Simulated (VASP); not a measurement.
A run of VASP 6.6.1 is set up as follows.

POSCAR

```
Ru
1.0
    2.6484154959      0.0000000000      0.0000000000
   -1.3242077479      2.2935950992      0.0000000000
    0.0000000000      0.0000000000      4.3170290801
Ru
2
Direct
    0.3333333333      0.6666666667      0.2500000000
    0.6666666667      0.3333333333      0.7500000000
```

The input INCAR.step1:

```
SYSTEM = Ru
PREC     = Accurate       ! precision mode
ENCUT    = 520            ! plane-wave cutoff, eV
ISMEAR   = 0              ! smearing method
SIGMA    = 0.1            ! smearing width, eV
LREAL    = .False.        ! projectors in reciprocal space
LASPH    = .True.         ! aspherical terms in the spheres
NELM     = 60             ! most SCF steps
NBANDS   = 21             ! bands
GGA      = PE             ! functional
ALGO     = Normal         ! electronic algorithm
EDIFF    = 1E-4           ! SCF threshold, eV
LWAVE    = .True.         ! write WAVECAR
LCHARG   = .False.        ! write CHGCAR
```

The input INCAR.step2:

```
SYSTEM = Ru
PREC     = Accurate       ! precision mode
ENCUT    = 520            ! plane-wave cutoff, eV
EDIFF    = 1E-6           ! SCF threshold, eV
ISMEAR   = 0              ! smearing method
SIGMA    = 0.1            ! smearing width, eV
LREAL    = .False.        ! projectors in reciprocal space
LASPH    = .True.         ! aspherical terms in the spheres
NELM     = 60             ! most SCF steps
ALGO     = Normal         ! electronic algorithm
ISIF     = 2              ! what is computed and relaxed
LWAVE    = .False.        ! write WAVECAR
LCHARG   = .False.        ! write CHGCAR
METAGGA  = R2SCAN         ! meta-GGA
LMIXTAU  = .True.       
NBANDS   = 21             ! bands
ISTART   = 1
```

KPOINTS

```
Automatic mesh
0
Gamma
  24 24 12
  0 0 0
```

Potentials or basis: VASP PAW PBE potentials, release 64 (Ru_pv).

Command:

```bash
$ cat potpaw_PBE.64/Ru_pv/POTCAR > POTCAR
$ cp INCAR.step1 INCAR
$ mpirun -np 1 vasp_std > vasp.out
$ cp INCAR.step2 INCAR
$ mpirun -np 1 vasp_std > vasp.out
```

**Question.** Predict the pressure.

**Answer.** 12.1 GPa.

**Question.** Estimate the band gap on the k mesh.

**Answer.** Zero (bands 14 and 15 overlap by 3.47 eV).

Stress tensor (GPa, compression positive):
```
17.66  0.00  0.00
 0.00 17.66  0.00
 0.00  0.00  0.83
```

Caveat: the cell differs from its parent crystal (biaxial strain in the a-b plane: -2.0 %); the stress differs along the axes, from 1 to 18 GPa; the PAW data sets were made with another functional, which shifts forces and pressure a little.
